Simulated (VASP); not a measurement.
Set up this calculation in VASP 6.6.1, as the native input.

* Task: single point
* Functional: PBEsol
* Potentials or basis: VASP PAW PBE potentials, release 64 (Co, O)
* Cutoff: 520 eV
* k mesh: 8 × 8 × 9
* Occupations: methfessel-paxton, width 0.1 eV
* Spin: collinear spin, ferromagnetic start
* Starting moments: [2.0, 0.0] μB
* Dipole correction: no
* Further INCAR settings: ALGO = Normal; EDIFF = 1e-07; NBANDS = 18

The structure of CoO lies in POSCAR:

```
CoO
1.0
   -1.5080000000      1.5080000000      2.1072475377
    1.5080000000     -1.5080000000      2.1072475377
    1.5080000000      1.5080000000     -2.1072475377
Co O
1 1
Direct
   -0.0052800000      0.0049430000      0.0153250000
    0.5146290000      0.4995850000      0.0049600000
```

These files were run (other wordings do the same):

INCAR

```
PREC = Accurate
ENCUT = 520
EDIFF = 1E-7
ISMEAR = 1
SIGMA = 0.1
LREAL = F
LASPH = T
NELM = 150
ALGO = Normal
ISIF = 2
LWAVE = F
LCHARG = F
ISPIN = 2
MAGMOM = 2 0
LORBIT = 11
LMAXMIX = 4
GGA = PS
NBANDS = 18
```

KPOINTS

```
regular mesh
0
Gamma
  8 8 9
```

Potentials or basis: VASP PAW PBE potentials, release 64 (Co, O).

Launch:

```sh
$ cat potpaw_PBE.64/Co/POTCAR potpaw_PBE.64/O/POTCAR > POTCAR
$ mpirun -np 1 vasp_std > vasp.out
```

Results of the run:

```json
{
  "Pressure": "-9.4 GPa",
  "Largest force": "0.047 eV/Å",
  "Net moment": "2.94 μB per cell",
  "Site moments": "Co +2.56; O +0.32 μB",
  "Valence electrons inside the program's atomic spheres": "Co 7.82; O 4.96"
}
```

Caveat: the PAW data sets were made with another functional, which shifts forces and pressure a little; a cell with one magnetic atom can't hold antiferromagnetic order, which such compounds often take.

Run time: 84 s on 1 thread of Intel(R) Xeon(R) 6975P-C (Granite Rapids), on a shared host, peak memory 0.27 GiB.
